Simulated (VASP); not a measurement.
# CoSn (P6/mmm) in VASP: further runs

The runs below take CoSn through single point, with PBEsol.

Program: VASP 6.6.1. These are calculated values, not measurements. Logs are shortened: lines on timing, memory, paths and dates and some standing lists are left out, and cuts for length are marked.

## (1) The cell of the first run

Symmetry: P6/mmm, No. 191, hexagonal system. The conventional cell has a = 5.322 Å, b = 5.322 Å, c = 4.250 Å, α = 90.00°, β = 90.00°, γ = 120.00°. Co (site symmetry mmm) has 6 Sn at 2.62 to 2.66 Å and 4 Co at 2.66 Å within 3.5 Å. Within 3.5 Å of Sn (site symmetry -6m2) lie 6 Co at 2.62 Å and 3 Sn at 3.07 Å. Sn (site symmetry 6/mmm) has 6 Co at 2.66 Å within 3.5 Å.

## (2) Single point, PBEsol (volume scaled by 1.06, then relaxed in part)

File INCAR:

```
  PREC = Accurate
  ENCUT = 520
  EDIFF = 1E-6
  ISMEAR = 0
  SIGMA = 0.1
  LREAL = False
  LASPH = True
  NELM = 60
  ALGO = Fast
  ISIF = 2
  LWAVE = False
  LCHARG = False
  GGA = PS
  NBANDS = 44
```

File KPOINTS:

```
Automatic mesh
0
Gamma
  12 12 8
```

File POSCAR:

```
CoSn
1.0
    5.3220891844      0.0000000000      0.0000000000
   -2.6610445922      4.6090644349      0.0000000000
    0.0000000000      0.0000000000      4.2502273832
Co Sn
3 3
Direct
    0.0000000000      0.5000000000      0.0000000000
    0.5000000000      0.5000000000      0.0000000000
    0.5000000000      0.0000000000      0.0000000000
    0.6666666667      0.3333333333      0.5000000000
    0.3333333333      0.6666666667      0.5000000000
    0.0000000000      0.0000000000      0.0000000000
```

Potentials or basis: VASP PAW PBE potentials, release 64 (Co, Sn_d).

Started as:

```console
$ cat potpaw_PBE.64/Co/POTCAR potpaw_PBE.64/Sn_d/POTCAR > POTCAR
$ mpirun -np 1 vasp_std > vasp.out
```

OUTCAR:

```text
PREC = Accurate
   ENCUT = 520
   EDIFF = 1E-6
   ISMEAR = 0
   LREAL = False
   LASPH = True
   NELM = 60
   ISIF = 2
   GGA = PS

 ion  position               nearest neighbor table
   1  0.000  0.500  0.000-   4 2.62   5 2.62   4 2.62   5 2.62   2 2.66   2 2.66   6 2.66   6 2.66
                             3 2.66   3 2.66
   2  0.500  0.500  0.000-   4 2.62   5 2.62   4 2.62   5 2.62   1 2.66   1 2.66   6 2.66   3 2.66
                             3 2.66   6 2.66
   3  0.500  0.000  0.000-   4 2.62   5 2.62   4 2.62   5 2.62   6 2.66   6 2.66   1 2.66   2 2.66
                             2 2.66   1 2.66
   4  0.667  0.333  0.500-   1 2.62   1 2.62   3 2.62   3 2.62   2 2.62   2 2.62   5 3.07   5 3.07
                             5 3.07   6 3.74   6 3.74   6 3.74   6 3.74   6 3.74   6 3.74
   5  0.333  0.667  0.500-   1 2.62   1 2.62   3 2.62   3 2.62   2 2.62   2 2.62   4 3.07   4 3.07
                             4 3.07   6 3.74   6 3.74   6 3.74   6 3.74   6 3.74   6 3.74
   6  0.000  0.000  0.000-   3 2.66   3 2.66   1 2.66   1 2.66   2 2.66   2 2.66   5 3.74   4 3.74
                             5 3.74   4 3.74   4 3.74   5 3.74   5 3.74   4 3.74   5 3.74   5 3.74

  LATTYP: Found a hexagonal cell.
 ALAT       =     5.3220891844
 C/A-ratio  =     0.7986013079

  Lattice vectors:

 A1 = (   5.3220891844,   0.0000000000,   0.0000000000)
 A2 = (  -2.6610445922,   4.6090644349,   0.0000000000)
 A3 = (   0.0000000000,   0.0000000000,   4.2502273832)

Analysis of symmetry for initial positions (statically):
=====================================================================
 Subroutine PRICEL returns:
 Original cell was already a primitive cell.

 Routine SETGRP: Setting up the symmetry group for a
 hexagonal supercell.

 Subroutine GETGRP returns: Found 24 space group operations
 (whereof 24 operations were pure point group operations)
 out of a pool of 24 trial point group operations.

The static configuration has the point symmetry D_6h.

Analysis of symmetry for dynamics (positions and initial velocities):
=====================================================================
 Subroutine PRICEL returns:
 Original cell was already a primitive cell.

 Routine SETGRP: Setting up the symmetry group for a
 hexagonal supercell.

 Subroutine GETGRP returns: Found 24 space group operations
 (whereof 24 operations were pure point group operations)
 out of a pool of 24 trial point group operations.

The dynamic configuration has the point symmetry D_6h.

 Subroutine INISYM returns: Found 24 space group operations
 (whereof 24 operations are pure point group operations),
 and found     1 'primitive' translations

----------------------------------------------------------------------------------------

                                     Primitive cell

  volume of cell :     104.2574

  direct lattice vectors                    reciprocal lattice vectors
     5.322089184  0.000000000  0.000000000     0.187896137  0.108481885  0.000000000
    -2.661044592  4.609064435  0.000000000     0.000000000  0.216963771  0.000000000
     0.000000000  0.000000000  4.250227383     0.000000000  0.000000000  0.235281530

  length of vectors
     5.322089184  5.322089184  4.250227383     0.216963771  0.216963771  0.235281530

  position of ions in fractional coordinates (direct lattice)
     0.000000000  0.500000000  0.000000000
     0.500000000  0.500000000  0.000000000
     0.500000000  0.000000000  0.000000000
     0.666666667  0.333333333  0.500000000
     0.333333333  0.666666667  0.500000000
     0.000000000  0.000000000  0.000000000

  ion indices of the primitive-cell ions
   primitive index   ion index
                 1           1
                 2           2
                 3           3
                 4           4
                 5           5
                 6           6

----------------------------------------------------------------------------------------

 KPOINTS: Automatic mesh

Automatic generation of k-mesh.
 Grid dimensions read from file:
 generate k-points for:   12   12    8

 Generating k-lattice:

  Cartesian coordinates                     Fractional coordinates (reciprocal lattice)
     0.015658011  0.009040157  0.000000000     0.083333333 -0.000000000  0.000000000
     0.000000000  0.018080314  0.000000000     0.000000000  0.083333333  0.000000000
     0.000000000  0.000000000  0.029410191     0.000000000  0.000000000  0.125000000

  Length of vectors
     0.018080314  0.018080314  0.029410191

  Shift w.r.t. Gamma in fractional coordinates (k-lattice)
     0.000000000  0.000000000  0.000000000

 Subroutine IBZKPT returns following result:
 ===========================================

 Found     95 irreducible k-points:

 Following reciprocal coordinates:
            Coordinates               Weight
  0.000000  0.000000  0.000000      1.000000
  0.083333  0.000000  0.000000      6.000000
  0.166667  0.000000  0.000000      6.000000
  0.250000  0.000000  0.000000      6.000000
  0.333333  0.000000  0.000000      6.000000
  0.416667  0.000000  0.000000      6.000000
[... 16 lines left out ...]
  0.250000  0.000000  0.125000     12.000000
  0.333333  0.000000  0.125000     12.000000
 [... further k-points ...]
   k-points           NKPTS =     95   k-points in BZ     NKDIM =     95   number of bands    NBANDS=     44
   number of dos      NEDOS =    301   number of ions     NIONS =      6
   total plane-waves  NPLWV =  51200
   dimension x,y,z NGX =    40 NGY =   40 NGZ =   32
   dimension x,y,z NGXF=    80 NGYF=   80 NGZF=   64
   ions per type =               3   3
   NGX,Y,Z   is equivalent  to a cutoff of  12.49, 12.49, 12.52 a.u.
   NGXF,Y,Z  is equivalent  to a cutoff of  24.99, 24.99, 25.03 a.u.
 SYSTEM =  unknown system
   PREC   = accura    normal or accurate (medium, high low for compatibility)
   ISTART =      0    job   : 0-new  1-cont  2-samecut
   ICHARG =      2    charge: 1-file 2-atom 10-const
   ISPIN  =      1    spin polarized calculation?
   LNONCOLLINEAR =      F non collinear calculations
   LSORBIT =      F    spin-orbit coupling
   LASPH  =      T    aspherical Exc in radial PAW
   ENCUT  =  520.0 eV  38.22 Ry    6.18 a.u.   9.90  9.90  7.90*2*pi/ulx,y,z
   NELM   =     60;   NELMIN=  2; NELMDL= -5     # of ELM steps
   EDIFF  = 0.1E-05   stopping-criterion for ELM
   LREAL  =      F    real-space projection
   EDIFFG = 0.1E-04   stopping-criterion for IOM
   NSW    =      0    number of steps for IOM
   IBRION =     -1    ionic relax: 0-MD 1-quasi-New 2-CG
   NFREE  =      0    steps in history (QN), initial steepest desc. (CG)
   ISIF   =      2    stress and relaxation
   ISYM   =      2    0-nonsym 1-usesym 2-fastsym
   POTIM  = 0.5000    time-step for ionic-motion
   TEBEG  =    0.0;   TEEND  =   0.0 temperature during run
   PSTRESS=    0.0 pullay stress
   NELECT =      69.0000    total number of electrons
   NUPDOWN=      -1.0000    fix difference up-down
   EMIN   =  10.00;   EMAX   =-10.00  energy-range for DOS
   EFERMI =   0.00;   METHOD = LEGACY
   ISMEAR =     0;   SIGMA  =   0.10  broadening in eV -4-tet -1-fermi 0-gaus
   EFERMI_NEDOS =   21; number of points for ismear=-14 and -15
   IALGO  =     68    algorithm
   IMIX   =      4    mixing-type and parameters
     AMIX     =   0.40;   BMIX     =  1.00
     AMIX_MAG =   1.60;   BMIX_MAG =  1.00
  volume/ion in A,a.u.               =      17.38       117.26
  Fermi-wavevector in a.u.,A,eV,Ry     =   1.426666  2.696007 27.692951  2.035374
  Thomas-Fermi vector in A             =   2.546918
   LORBIT       =      0    0 simple, 1 ext, 2 COOP (PROOUT), +10 PAW based schemes
   GGA     = PS    functional components
   LHFCALC =     F    Hartree Fock is set to
   AEXX    =    0.0000 exact exchange contribution
   IVDW    =     0    specifies the selected vdW correction
   LEPSILON=     F    determine dielectric tensor
   LRPA    =     F    only Hartree local field effects (RPA)
 non-spin polarized calculation
 RMM-DIIS sequential band-by-band and
 Gauss-broadening in eV      SIGMA  =   0.10
  energy-cutoff  :      520.00
  volume of cell :      104.26
 maximum number of plane-waves:      2838
 NGX is ok and might be reduce to    40
   NGX = 19   NGY = 19   NGZ = 15

 number of electron      69.0000014 magnetization

 Free energy of the ion-electron system (eV)
  ---------------------------------------------------
  ext. energy  EPLUGINS =         0.00000000
  ---------------------------------------------------
  free energy    TOTEN  =       -36.83727970 eV

  energy without entropy =      -36.82390850  energy(sigma->0) =      -36.83059410

 E-fermi :   9.3783     XC(G=0): -11.7871

 val. band max:        9.3595804589   @ k =   0.3333   0.0000   0.1250
 cond. band min:       9.4084986448   @ k =   0.2500   0.0000   0.0000
 fundamental gap:      0.0489181859
 Fermi energy:         9.3782730826

 k-point     1 :       0.0000    0.0000    0.0000
  band No.  band energies     occupation
      1     -11.9926      2.00000
      2     -11.8824      2.00000
      3     -11.8824      2.00000
      4     -11.8507      2.00000
      5     -11.8507      2.00000
      6     -11.7539      2.00000
[... 36 lines left out ...]
     43      15.1139      0.00000
     44      15.8873      0.00000

 k-point     2 :       0.0833    0.0000    0.0000
  band No.  band energies     occupation
      1     -11.9921      2.00000
      2     -11.8829      2.00000
      3     -11.8824      2.00000
      4     -11.8564      2.00000
      5     -11.8537      2.00000
      6     -11.7638      2.00000
[... 36 lines left out ...]
     43      14.9873      0.00000
     44      15.0847      0.00000

 k-point     3 :       0.1667    0.0000    0.0000
  band No.  band energies     occupation
      1     -11.9908      2.00000
      2     -11.8842      2.00000
      3     -11.8822      2.00000
      4     -11.8695      2.00000
      5     -11.8621      2.00000
      6     -11.7739      2.00000
[... 976 lines left out ...]
     43      14.0269      0.00000
     44      15.8928      0.00000

 k-point    24 :       0.3333    0.0000    0.1250
  band No.  band energies     occupation
      1     -11.9854      2.00000
      2     -11.9030      2.00000
      3     -11.8894      2.00000
      4     -11.8803      2.00000
      5     -11.8741      2.00000
      6     -11.7793      2.00000
[... 36 lines left out ...]
     43      14.1251      0.00000
     44      15.7907      0.00000

 [... further k-points ...]
[... 5 lines left out ...]
  --------------------------------------------------------------------------------------
  -------------------------------------------------------------------------------------
  Total       -4.7954845     -4.7954845     -4.8569595     -0.0000000     -0.0000000      0.0000000
  in kB      -73.6946540    -73.6946540    -74.6393707     -0.0000000     -0.0000000      0.0000000
  external PRESSURE =     -74.0095596 kB  Pullay stress =       0.0000000 kB

 VOLUME and BASIS-vectors are now :
 -----------------------------------------------------------------------------
  energy-cutoff  :      520.00
  volume of cell :      104.26
      direct lattice vectors                 reciprocal lattice vectors
     5.322089184  0.000000000  0.000000000     0.187896137  0.108481885  0.000000000
    -2.661044592  4.609064435  0.000000000     0.000000000  0.216963771  0.000000000
     0.000000000  0.000000000  4.250227383     0.000000000  0.000000000  0.235281530

 POSITION                                       TOTAL-FORCE (eV/Angst)
 -----------------------------------------------------------------------------------
     -1.33052      2.30453      0.00000        -0.000000      0.000000      0.000000
      1.33052      2.30453      0.00000        -0.000000      0.000000      0.000000
      2.66104      0.00000      0.00000        -0.000000      0.000000      0.000000
      2.66104      1.53635      2.12511        -0.000000      0.000000      0.000000
     -0.00000      3.07271      2.12511         0.000000      0.000000      0.000000
      0.00000      0.00000      0.00000        -0.000000      0.000000      0.000000
 -----------------------------------------------------------------------------------
    total drift:                               -0.000000      0.000000     -0.000000

  FREE ENERGIE OF THE ION-ELECTRON SYSTEM (eV)
  ---------------------------------------------------
  free  energy   TOTEN  =       -36.8372796961 eV

  energy  without entropy=      -36.8239084954  energy(sigma->0) =      -36.83059410
```

Wall time 6.6 min (1 thread of Intel Xeon 6975P-C, shared host); peak memory 0.46 GiB.

Results:

```yaml
Free_energy: -36.8373 eV
Pressure: -7.4 GPa
```

Stress tensor (GPa, compression positive):
```
-7.37  0.00  0.00
 0.00 -7.37  0.00
 0.00  0.00 -7.46
```

Levels at points of the mesh, in eV from the Fermi level:
```
           k point  band 30  band 31  band 32  band 33  band 34  band 35  band 36  band 37  band 38  band 39
(0.00, 0.00, 0.00)    -0.41    -0.40    -0.40    -0.38    -0.38     0.48     0.56     1.32     1.32     2.86
(0.50, 0.00, 0.00)    -0.88    -0.60    -0.39    -0.39     0.70     0.99     1.58     1.77     2.36     3.23
(0.00, 0.00, 0.50)    -0.90    -0.90    -0.46    -0.46    -0.46    -0.36    -0.36    -0.13     0.48     1.13
(0.50, 0.00, 0.50)    -1.16    -0.92    -0.66    -0.46    -0.39    -0.37    -0.13     0.43     1.21     3.82
```

Caveat: the cell differs from its parent crystal (volume scaled by 1.06, then relaxed in part); the PAW data sets were made with another functional, which shifts forces and pressure a little; spin-orbit coupling is left out, which moves the levels of the heavy elements.

## (3) Single point, PBEsol

This run uses another cell than the first one, of 16.17 Å³/atom, 0.931 times its volume.

File INCAR:

```
PREC = Accurate
ENCUT = 520
EDIFF = 1E-6
ISMEAR = 0
SIGMA = 0.1
LREAL = F
LASPH = T
NELM = 60
ALGO = Fast
ISIF = 2
LWAVE = F
LCHARG = F
GGA = PS
NBANDS = 44
```

KPOINTS is that of step 2.

Changes to POSCAR since step 2:

```diff
@@ -2,5 +2,5 @@
 1.0
-    5.3220891844      0.0000000000      0.0000000000
-   -2.6610445922      4.6090644349      0.0000000000
-    0.0000000000      0.0000000000      4.2502273832
+    5.1966029788      0.0000000000      0.0000000000
+   -2.5983014894      4.5003901930      0.0000000000
+    0.0000000000      0.0000000000      4.1496797580
 Co Sn
```

Potentials or basis: VASP PAW PBE potentials, release 64 (Co, Sn_d).

Started as:

```console
$ cat potpaw_PBE.64/Co/POTCAR potpaw_PBE.64/Sn_d/POTCAR > POTCAR
$ mpirun -np 1 vasp_std > vasp.out
```

It took 3.7 min on 1 thread of Intel Xeon 6975P-C (Granite Rapids), shared host; peak memory 0.44 GiB.

Results (log left out):

| Property | Result |
| --- | --- |
| Free energy | -36.9730 eV |
| Pressure | 1.9 GPa |

Stress tensor (GPa, compression positive):
```
1.97 0.00 0.00
0.00 1.97 0.00
0.00 0.00 1.89
```

Levels at points of the mesh, in eV from the Fermi level:
```
           k point  band 32  band 33  band 34  band 35  band 36  band 37
(0.00, 0.00, 0.00)    -0.44    -0.41    -0.41     0.55     0.73     1.47
(0.50, 0.00, 0.00)    -0.43    -0.42     0.77     1.08     1.82     1.90
(0.00, 0.00, 0.50)    -0.51    -0.50    -0.50    -0.39    -0.39    -0.19
(0.50, 0.00, 0.50)    -0.71    -0.51    -0.44    -0.41    -0.10     0.45
```

Caveat: the PAW data sets were made with another functional, which shifts forces and pressure a little; spin-orbit coupling is left out, which moves the levels of the heavy elements.

[end of part 1 of 2]
